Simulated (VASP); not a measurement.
# Mg3Se4 (P-3m1) in VASP: a series of runs

Mg3Se4 is run at these levels: PBE; tasks: single point, relaxation of cell and atoms.

Program: VASP 6.6.1. These are calculated values, not measurements. Logs are shortened: lines on timing, memory, paths and dates and some standing lists are left out, and cuts for length are marked.

## Step 1: The cell of the first run

The structure is trigonal, space group P-3m1 (No. 164). The conventional cell has a = 4.034 Å, b = 4.034 Å, c = 11.251 Å, α = 90.00°, β = 90.00°, γ = 120.00°. Mg (site symmetry -3m) has 6 Se at 2.80 Å within 3.7 Å. Within 3.5 Å of Mg (site symmetry 3m) lie 6 Se at 2.65 to 2.84 Å. Within 4.1 Å of Se (site symmetry 3m) lie 6 Mg at 2.80 to 2.84 Å and 12 Se at 3.70 to 4.03 Å. Within 3.2 Å of Se (site symmetry 3m) lie 1 Se at 2.40 Å and 3 Mg at 2.65 Å.

## Step 2: Single point, PBE

INCAR reads:

```
  PREC = Accurate
  ENCUT = 520
  EDIFF = 1E-7
  ISMEAR = 0
  SIGMA = 0.2
  LREAL = F
  LASPH = T
  NELM = 80
  ALGO = Normal
  ISIF = 2
  LWAVE = F
  LCHARG = T
  GGA = PE
  LELF = T
  LVHAR = T
  NBANDS = 24
```

KPOINTS reads:

```
Automatic mesh
0
Gamma
  5 5 2
```

POSCAR reads:

```
Mg3Se4
1.0
    4.0343576745      0.0000000000      0.0000000000
   -2.0171788373      3.4938562341      0.0000000000
    0.0000000000      0.0000000000     11.2508668259
Mg Se
3 4
Direct
    0.0000000000      0.0000000000      0.0000000000
    0.6666666667      0.3333333333      0.7184192060
    0.3333333333      0.6666666667      0.2815807940
    0.3333333333      0.6666666667      0.8621618897
    0.6666666667      0.3333333333      0.1378381103
    0.0000000000      0.0000000000      0.3934170563
    0.0000000000      0.0000000000      0.6065829437
```

Potentials or basis: VASP PAW PBE potentials, release 64 (Mg, Se).

Command:

```
$ cat potpaw_PBE.64/Mg/POTCAR potpaw_PBE.64/Se/POTCAR > POTCAR
$ mpirun -np 1 vasp_std > vasp.out
```

OUTCAR:

```text
PREC = Accurate
   ENCUT = 520
   EDIFF = 1E-7
   ISMEAR = 0
   LREAL = F
   LASPH = T
   NELM = 80
   ISIF = 2
   GGA = PE

 ion  position               nearest neighbor table
   1  0.000  0.000  0.000-   4 2.80   5 2.80   5 2.80   4 2.80   5 2.80   4 2.80
   2  0.667  0.333  0.718-   7 2.65   7 2.65   7 2.65   4 2.84   4 2.84   4 2.84
   3  0.333  0.667  0.282-   6 2.65   6 2.65   6 2.65   5 2.84   5 2.84   5 2.84
   4  0.333  0.667  0.862-   1 2.80   1 2.80   1 2.80   2 2.84   2 2.84   2 2.84
   5  0.667  0.333  0.138-   1 2.80   1 2.80   1 2.80   3 2.84   3 2.84   3 2.84
   6  0.000  0.000  0.393-   7 2.40   3 2.65   3 2.65   3 2.65
   7  0.000  0.000  0.607-   6 2.40   2 2.65   2 2.65   2 2.65

  LATTYP: Found a hexagonal cell.
 ALAT       =     4.0343576745
 C/A-ratio  =     2.7887628549

  Lattice vectors:

 A1 = (   4.0343576745,   0.0000000000,   0.0000000000)
 A2 = (  -2.0171788373,   3.4938562341,   0.0000000000)
 A3 = (   0.0000000000,   0.0000000000,  11.2508668259)

Analysis of symmetry for initial positions (statically):
=====================================================================
 Subroutine PRICEL returns:
 Original cell was already a primitive cell.

 Routine SETGRP: Setting up the symmetry group for a
 hexagonal supercell.

 Subroutine GETGRP returns: Found 12 space group operations
 (whereof 12 operations were pure point group operations)
 out of a pool of 24 trial point group operations.

The static configuration has the point symmetry D_3d.

Analysis of symmetry for dynamics (positions and initial velocities):
=====================================================================
 Subroutine PRICEL returns:
 Original cell was already a primitive cell.

 Routine SETGRP: Setting up the symmetry group for a
 hexagonal supercell.

 Subroutine GETGRP returns: Found 12 space group operations
 (whereof 12 operations were pure point group operations)
 out of a pool of 24 trial point group operations.

The dynamic configuration has the point symmetry D_3d.

 Subroutine INISYM returns: Found 12 space group operations
 (whereof 12 operations are pure point group operations),
 and found     1 'primitive' translations

----------------------------------------------------------------------------------------

                                     Primitive cell

  volume of cell :     158.5862

  direct lattice vectors                    reciprocal lattice vectors
     4.034357674  0.000000000  0.000000000     0.247870933  0.143108350  0.000000000
    -2.017178837  3.493856234  0.000000000     0.000000000  0.286216700  0.000000000
     0.000000000  0.000000000 11.250866826     0.000000000  0.000000000  0.088882040

  length of vectors
     4.034357674  4.034357675 11.250866826     0.286216700  0.286216700  0.088882040

  position of ions in fractional coordinates (direct lattice)
     0.000000000  0.000000000  0.000000000
     0.666666667  0.333333333  0.718419206
     0.333333333  0.666666667  0.281580794
     0.333333333  0.666666667  0.862161890
     0.666666667  0.333333333  0.137838110
     0.000000000  0.000000000  0.393417056
     0.000000000  0.000000000  0.606582944

  ion indices of the primitive-cell ions
   primitive index   ion index
                 1           1
                 2           2
                 3           3
                 4           4
                 5           5
                 6           6
                 7           7

----------------------------------------------------------------------------------------

 KPOINTS: Automatic mesh

Automatic generation of k-mesh.
 Grid dimensions read from file:
 generate k-points for:    5    5    2

 Generating k-lattice:

  Cartesian coordinates                     Fractional coordinates (reciprocal lattice)
     0.049574187  0.028621670  0.000000000     0.200000000  0.000000000  0.000000000
     0.000000000  0.057243340  0.000000000     0.000000000  0.200000000  0.000000000
     0.000000000  0.000000000  0.044441020     0.000000000  0.000000000  0.500000000

  Length of vectors
[... 46 lines left out ...]

 Free energy of the ion-electron system (eV)
  ---------------------------------------------------
  ext. energy  EPLUGINS =         0.00000000
  ---------------------------------------------------
  free energy    TOTEN  =       -25.52133310 eV

  energy without entropy =      -25.52098865  energy(sigma->0) =      -25.52116087

 E-fermi :   3.2007     XC(G=0):  -9.0676

 val. band max:        2.8117829372   @ k =   0.0000   0.0000   0.5000
 cond. band min:       3.5279684591   @ k =   0.0000   0.0000   0.5000
 fundamental gap:      0.7161855219
 Fermi energy:         3.2006944229

 k-point     1 :       0.0000    0.0000    0.0000
  band No.  band energies     occupation
      1     -11.1360      2.00000
      2      -9.8367      2.00000
      3      -9.6061      2.00000
      4      -8.5380      2.00000
      5      -2.4963      2.00000
      6      -0.1032      2.00000
[... 16 lines left out ...]
     23       9.1906      0.00000
     24       9.1906      0.00000

 k-point     2 :       0.2000   -0.0000    0.0000
  band No.  band energies     occupation
      1     -10.9942      2.00000
      2      -9.6421      2.00000
      3      -9.4124      2.00000
      4      -8.4562      2.00000
      5      -2.2507      2.00000
      6      -0.5922      2.00000
[... 16 lines left out ...]
     23       9.1271      0.00000
     24       9.3364      0.00000

 k-point     3 :       0.4000   -0.0000    0.0000
  band No.  band energies     occupation
      1     -10.7458      2.00000
      2      -9.2500      2.00000
      3      -9.0556      2.00000
      4      -8.3524      2.00000
      5      -2.0612      2.00000
      6      -1.6636      2.00000
[... 16 lines left out ...]
     23       9.1821      0.00000
     24      10.3917      0.00000
[... 136 lines left out ...]
 k-point     9 :       0.2000    0.2000    0.5000
  band No.  band energies     occupation
      1     -10.7946      2.00000
      2      -9.4091      2.00000
      3      -9.0295      2.00000
      4      -8.3976      2.00000
      5      -1.9963      2.00000
      6      -1.0978      2.00000
[... 16 lines left out ...]
     23       9.2191      0.00000
     24       9.3069      0.00000

 k-point    10 :       0.4000    0.2000    0.5000
  band No.  band energies     occupation
      1     -10.6670      2.00000
      2      -9.0727      2.00000
      3      -8.9835      2.00000
      4      -8.3106      2.00000
      5      -1.8591      2.00000
      6      -1.8041      2.00000
[... 16 lines left out ...]
     23       9.9151      0.00000
     24      10.1755      0.00000

------------------------ aborting loop because EDIFF is reached ----------------------------------------

  FORCE on cell =-STRESS in cart. coord.  units (eV):
  Direction    XX          YY          ZZ          XY          YZ          ZX
  --------------------------------------------------------------------------------------
  -------------------------------------------------------------------------------------
  Total        0.0494818      0.0494818      0.0042162     -0.0000000      0.0000000     -0.0000000
  in kB        0.4999088      0.4999088      0.0425956     -0.0000000      0.0000000     -0.0000000
  external PRESSURE =       0.3474711 kB  Pullay stress =       0.0000000 kB

 VOLUME and BASIS-vectors are now :
 -----------------------------------------------------------------------------
  energy-cutoff  :      520.00
  volume of cell :      158.59
      direct lattice vectors                 reciprocal lattice vectors
     4.034357674  0.000000000  0.000000000     0.247870933  0.143108350  0.000000000
    -2.017178837  3.493856234  0.000000000     0.000000000  0.286216700  0.000000000
     0.000000000  0.000000000 11.250866826     0.000000000  0.000000000  0.088882040

 POSITION                                       TOTAL-FORCE (eV/Angst)
 -----------------------------------------------------------------------------------
      0.00000      0.00000      0.00000        -0.000000      0.000000      0.000000
      2.01718      1.16462      8.08284        -0.000000      0.000000      0.004289
     -0.00000      2.32924      3.16803        -0.000000      0.000000     -0.004289
     -0.00000      2.32924      9.70007         0.000000      0.000000     -0.009261
      2.01718      1.16462      1.55080         0.000000      0.000000      0.009261
      0.00000      0.00000      4.42628         0.000000     -0.000000     -0.011231
      0.00000      0.00000      6.82458        -0.000000      0.000000      0.011231
 -----------------------------------------------------------------------------------
    total drift:                               -0.000000      0.000000     -0.000000

  FREE ENERGIE OF THE ION-ELECTRON SYSTEM (eV)
  ---------------------------------------------------
  free  energy   TOTEN  =       -25.5213330958 eV

  energy  without entropy=      -25.5209886497  energy(sigma->0) =      -25.52116087
```

Run time: 83 s. Hardware: 1 thread of AMD EPYC 7R43 (Zen 3), shared host; peak memory 0.22 GiB.

Results:

- Free energy: -25.5213 eV
- Pressure: 0.0 GPa
- Largest force: 0.011 eV/Å
- Band gap on the k mesh: 0.72 eV

Forces on the atoms (eV/Å):
```
Mg   0.000  0.000  0.000
Mg   0.000  0.000  0.004
Mg   0.000  0.000 -0.004
Se   0.000  0.000 -0.009
Se   0.000  0.000  0.009
Se   0.000  0.000 -0.011
Se   0.000  0.000  0.011
```

Caveat: an odd mesh through Γ misses points on the zone boundary, where band edges can lie.

## Step 3: Relaxation of cell and atoms, PBE

This run uses another cell than the first one, of 22.31 Å³/atom.

INCAR reads:

```
SYSTEM = Mg3Se4
  PREC = Accurate
  ENCUT = 600
  EDIFF = 1E-6
  ISMEAR = 0
  SIGMA = 0.2
  LREAL = .FALSE.
  LASPH = .TRUE.
  NELM = 100
  ALGO = Normal
  ISIF = 3
  LWAVE = .FALSE.
  LCHARG = .FALSE.
  GGA = PE
  IBRION = 2
  NSW = 36
  EDIFFG = -0.08
```

KPOINTS reads:

```
Automatic mesh
0
G
  5 5 2
  0 0 0
```

POSCAR reads:

```
Mg3Se4
1.0
    4.0000000000      0.0000000000      0.0000000000
   -2.0000000000      3.4641016200      0.0000000000
    0.0000000000      0.0000000000     11.2700000000
Mg Se
3 4
Direct
    0.0000000000      0.0000000000      0.0000000000
    0.6666666700      0.3333333300      0.7380000000
    0.3333333300      0.6666666700      0.2620000000
    0.3333333300      0.6666666700      0.8750000000
    0.6666666700      0.3333333300      0.1250000000
    0.0000000000      0.0000000000      0.3930000000
    0.0000000000      0.0000000000      0.6070000000
```

Potentials or basis: VASP PAW PBE potentials, release 64 (Mg, Se).

Command:

```
$ cat potpaw_PBE.64/Mg/POTCAR potpaw_PBE.64/Se/POTCAR > POTCAR
$ mpirun -np 1 vasp_std > vasp.out
```

Run time: 6.4 min. Hardware: 1 thread of AMD EPYC 7R43 (Zen 3), shared host; peak memory 0.27 GiB.

The run converged. Its results:

```yaml
Free_energy: -25.5215 eV
Relaxed_volume: 22.69 Å³/atom
Relaxed_cell: a = 4.037 Å, b = 4.037 Å, c = 11.251 Å, α = 90.00°, β = 90.00°, γ = 120.00°
Space_group_after_relaxing_to_0.1_Å: P-3m1 (No. 164)
Energy_gained_by_relaxing: 45.8 meV/atom
Ionic_steps: 9
Pressure_after_relaxing: 0.0 GPa
Largest_force_after_relaxing: 0.025 eV/Å
Band_gap_on_the_k_mesh: 0.72 eV
```

Forces in eV/Å, atoms in the order of the input:
```
Mg   0.000  0.000  0.000
Mg   0.000  0.000  0.009
Mg   0.000  0.000 -0.009
Se   0.000  0.000 -0.025
Se   0.000  0.000  0.025
Se   0.000  0.000  0.003
Se   0.000  0.000 -0.003
```

The path:
| step | energy change (eV) | largest force (eV/Å) | pressure (GPa) | volume (Å³) |
| --- | --- | --- | --- | --- |
| 1 | 0.0000 | 1.0361 | 0.73 | 156.16 |
| 2 | -0.1351 | 0.7733 | -0.20 | 158.48 |
| 3 | -0.2355 | 0.5970 | -1.65 | 163.27 |
| 4 | -0.2987 | 0.1659 | 0.45 | 157.73 |
| 5 | -0.2998 | 0.2334 | 0.18 | 158.36 |
| 6 | -0.3152 | 0.0660 | 0.09 | 158.58 |
| 7 | -0.3199 | 0.1128 | 0.01 | 158.78 |
| 8 | -0.3200 | 0.1103 | -0.10 | 158.87 |
| 9 | -0.3208 | 0.0251 | -0.05 | 158.82 |

Final structure:
```
CELL_PARAMETERS angstrom
4.03744 0.00000 0.00000
-2.01872 3.49653 0.00000
0.00000 0.00000 11.25053
ATOMIC_POSITIONS crystal
Mg 0.00000 0.00000 0.00000
Mg 0.66667 0.33333 0.71841
Mg 0.33333 0.66667 0.28159
Se 0.33333 0.66667 0.86240
Se 0.66667 0.33333 0.13760
Se 0.00000 0.00000 0.39331
Se 0.00000 0.00000 0.60669
```

Levels at points of the mesh, in eV from the valence-band top:
```csv
k point,band 13,band 14,band 15,band 16,band 17,band 18
"(0.00, 0.00, 0.00)",-0.65,-0.04,-0.04,1.89,2.53,3.24
"(0.00, 0.00, 0.50)",-0.77,0.00,0.00,0.72,3.08,3.31
```

Caveat: an odd mesh through Γ misses points on the zone boundary, where band edges can lie.

## Step 4: Single point, PBE

INCAR reads:

```
SYSTEM = Mg3Se4
PREC     = Accurate       ! precision mode
ENCUT    = 520            ! plane-wave cutoff, eV
EDIFF    = 1E-6           ! SCF threshold, eV
ISMEAR   = 0              ! smearing method
SIGMA    = 0.02           ! smearing width, eV
LREAL    = .False.        ! projectors in reciprocal space
LASPH    = .True.         ! aspherical terms in the spheres
NELM     = 60             ! most SCF steps
ALGO     = Normal         ! electronic algorithm
ISIF     = 2              ! what is computed and relaxed
LWAVE    = .False.        ! write WAVECAR
LCHARG   = .True.         ! write CHGCAR
GGA      = PE             ! functional
LELF     = .True.         ! ELF
LVHAR    = .True.       
NBANDS   = 24             ! bands
```

KPOINTS reads:

```
regular mesh
0
Gamma
  12 12 4
  0 0 0
```

POSCAR reads:

```
Mg3Se4
1.0
    4.0361528707      0.0000000000      0.0000000000
   -2.0180764354      3.4954109195      0.0000000000
    0.0000000000      0.0000000000     11.2609554102
Mg Se
3 4
Direct
    0.0000000000      0.0000000000      0.0000000000
    0.6666666667      0.3333333333      0.7182954627
    0.3333333333      0.6666666667      0.2817045373
    0.3333333333      0.6666666667      0.8619598593
    0.6666666667      0.3333333333      0.1380401407
    0.0000000000      0.0000000000      0.3935343141
    0.0000000000      0.0000000000      0.6064656859
```

Command:

```
$ cat potpaw_PBE.64/Mg/POTCAR potpaw_PBE.64/Se/POTCAR > POTCAR
$ mpirun -np 1 vasp_std > vasp.out
```

Run time: 7.6 min. Hardware: 1 thread of AMD EPYC 7R13, shared host; peak memory 0.37 GiB.

The run converged. Its results:

```
Free energy            : -25.5431 eV
Pressure               : -0.1 GPa
Largest force          : 0.029 eV/Å
Band gap on the k mesh : 0.71 eV
```

Forces in eV/Å, atoms in the order of the input:
```
Mg   0.000  0.000  0.000
Mg   0.000  0.000  0.001
Mg   0.000  0.000 -0.001
Se   0.000  0.000  0.002
Se   0.000  0.000 -0.002
Se   0.000  0.000 -0.029
Se   0.000  0.000  0.029
```

Stress tensor (GPa, compression positive):
```
-0.10  0.00  0.00
 0.00 -0.10  0.00
 0.00  0.00 -0.02
```

Levels at points of the mesh, in eV from the valence-band top:
```csv
k point,band 11,band 12,band 13,band 14,band 15,band 16,band 17,band 18,band 19,band 20
"(0.00, 0.00, 0.00)",-1.04,-0.66,-0.66,-0.04,-0.04,1.88,2.51,3.23,3.56,4.94
"(0.50, 0.00, 0.00)",-2.01,-1.67,-1.60,-1.02,-0.34,1.40,2.14,3.18,4.15,5.00
"(0.00, 0.00, 0.50)",-0.90,-0.79,-0.79,0.00,0.00,0.71,3.07,3.31,3.77,4.77
"(0.50, 0.00, 0.50)",-2.08,-1.62,-1.37,-1.11,-0.54,1.46,2.04,3.33,4.16,4.87
```

## Step 5: Single point, PBE

INCAR reads:

```
SYSTEM = Mg3Se4
  PREC = Accurate
  ENCUT = 520
  EDIFF = 1E-7
  ISMEAR = 0
  SIGMA = 0.01
  LREAL = .FALSE.
  LASPH = .TRUE.
  NELM = 60
  ALGO = Normal
  ISIF = 2
  LWAVE = .FALSE.
  LCHARG = .FALSE.
  GGA = PE
  NBANDS = 24
```

KPOINTS reads:

```
Automatic mesh
0
G
  12 12 4
  0 0 0
```

POSCAR reads:

```
Mg3Se4
1.0
    4.0361731996      0.0000000000      0.0000000000
   -2.0180865998      3.4954285249      0.0000000000
    0.0000000000      0.0000000000     11.2612386439
Mg Se
3 4
Direct
    0.0000000000      0.0000000000      0.0000000000
    0.6666666667      0.3333333333      0.7183249921
    0.3333333333      0.6666666667      0.2816750079
    0.3333333333      0.6666666667      0.8619745035
    0.6666666667      0.3333333333      0.1380254965
    0.0000000000      0.0000000000      0.3935469743
    0.0000000000      0.0000000000      0.6064530257
```

Command:

```
$ cat potpaw_PBE.64/Mg/POTCAR potpaw_PBE.64/Se/POTCAR > POTCAR
$ mpirun -np 1 vasp_std > vasp.out
```

Run time: 8.6 min. Hardware: 1 thread of AMD EPYC 7R13, shared host; peak memory 0.37 GiB.

The run converged. Its results:

| Quantity | Value |
| --- | --- |
| Free energy | -25.5431 eV |
| Pressure | -0.1 GPa |
| Largest force | 0.033 eV/Å |
| Band gap on the k mesh | 0.71 eV |

Forces on the atoms (eV/Å):
```
Mg   0.000  0.000  0.000
Mg   0.000  0.000 -0.001
Mg   0.000  0.000  0.001
Se   0.000  0.000  0.001
Se   0.000  0.000 -0.001
Se   0.000  0.000 -0.033
Se   0.000  0.000  0.033
```

Stress tensor (GPa, compression positive):
```
-0.11  0.00  0.00
 0.00 -0.11  0.00
 0.00  0.00 -0.03
```

Levels at points of the mesh, in eV from the valence-band top:
```csv
k point,band 11,band 12,band 13,band 14,band 15,band 16,band 17,band 18,band 19,band 20
"(0.00, 0.00, 0.00)",-1.04,-0.67,-0.67,-0.04,-0.04,1.88,2.51,3.23,3.55,4.94
"(0.50, 0.00, 0.00)",-2.01,-1.67,-1.60,-1.02,-0.34,1.40,2.14,3.18,4.15,5.00
"(0.00, 0.00, 0.50)",-0.90,-0.79,-0.79,0.00,0.00,0.71,3.07,3.31,3.77,4.77
"(0.50, 0.00, 0.50)",-2.08,-1.62,-1.37,-1.11,-0.54,1.46,2.04,3.33,4.16,4.86
```

## Step 6: Summary

| task | cell | k mesh | cutoff (eV) | smearing | gap on the mesh (eV) | pressure (GPa) | largest force (eV/Å) |
| --- | --- | --- | --- | --- | --- | --- | --- |
| single point | a = 4.034, b = 4.034, c = 11.251 Å, angles 90.0, 90.0, 120.0°, 7 atoms, atomic positions A | 5 × 5 × 2 | 520 | gaussian 0.2 eV | 0.72 | 0.0 | 0.01 |
| relaxation of cell and atoms | relaxed from a = 4.000, b = 4.000, c = 11.270 Å, angles 90.0, 90.0, 120.0°, 7 atoms, atomic positions B | 5 × 5 × 2 | 600 | gaussian 0.2 eV | 0.72 | 0.0 | 0.03 |
| single point | a = 4.036, b = 4.036, c = 11.261 Å, angles 90.0, 90.0, 120.0°, 7 atoms, atomic positions A | 12 × 12 × 4 | 520 | gaussian 0.02 eV | 0.71 | -0.1 | 0.03 |
| single point | a = 4.036, b = 4.036, c = 11.261 Å, angles 90.0, 90.0, 120.0°, 7 atoms, atomic positions A | 12 × 12 × 4 | 520 | gaussian 0.01 eV | 0.71 | -0.1 | 0.03 |

Alike in all rows: level PBE; potentials or basis VASP PAW PBE potentials, release 64 (Mg, Se); no spin polarisation.

Caveats: an odd mesh through Γ misses points on the zone boundary, where band edges can lie (at least some runs).

Total energies depend on the potentials used, so only differences within one code and one set of settings carry meaning.
